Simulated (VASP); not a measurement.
Wanted: the native input for a VASP 6.6.1 run.

* Task: single point
* Functional: RPBE
* Potentials or basis: VASP PAW PBE potentials, release 64 (Zr_sv)
* Cutoff: 520 eV
* k mesh: 12 × 12 × 12
* Occupations: fermi-dirac, width 0.1 eV
* Spin: no spin polarisation
* Dipole correction: no
* Further INCAR settings: ALGO = Normal; EDIFF = 1e-06; NBANDS = 12

The structure of Zr lies in POSCAR:

```
Zr
1.0
    3.0551456559      0.0000000000      0.0000000000
    0.0000000000      3.0551456559      0.0000000000
    0.0000000000      0.0000000000      3.0551456559
Zr
1
Direct
    0.0000000000      0.0000000000      0.0000000000
```

This cell differs from its parent crystal: volume scaled by 1.12.

The input as run:

INCAR

```
PREC     = Accurate       # precision mode
ENCUT    = 520            # plane-wave cutoff, eV
EDIFF    = 1E-6           # SCF threshold, eV
ISMEAR   = -1             # smearing method
SIGMA    = 0.1            # smearing width, eV
LREAL    = False          # projectors in reciprocal space
LASPH    = True           # aspherical terms in the spheres
NELM     = 60             # most SCF steps
ALGO     = Normal         # electronic algorithm
ISIF     = 2              # what is computed and relaxed
LWAVE    = False          # write WAVECAR
LCHARG   = False          # write CHGCAR
GGA      = RP             # functional
NBANDS   = 12             # bands
```

KPOINTS

```
regular mesh
0
Gamma
  12 12 12
```

Potentials or basis: VASP PAW PBE potentials, release 64 (Zr_sv).

Launch:

```bash
$ cat potpaw_PBE.64/Zr_sv/POTCAR > POTCAR
$ mpirun -np 1 vasp_std > vasp.out
```

It gave:

```json
{
  "Pressure": "-5.6 GPa",
  "Band gap on the k mesh": "zero (band 6 reaches 7.43 eV, above the bottom of band 7 at 5.34 eV)"
}
```

Caveat: the PAW data sets were made with another functional, which shifts forces and pressure a little.

It took 11 s on 1 thread of Intel(R) Xeon(R) Platinum 8488C (Sapphire Rapids) (shared host), peak memory 0.15 GiB.
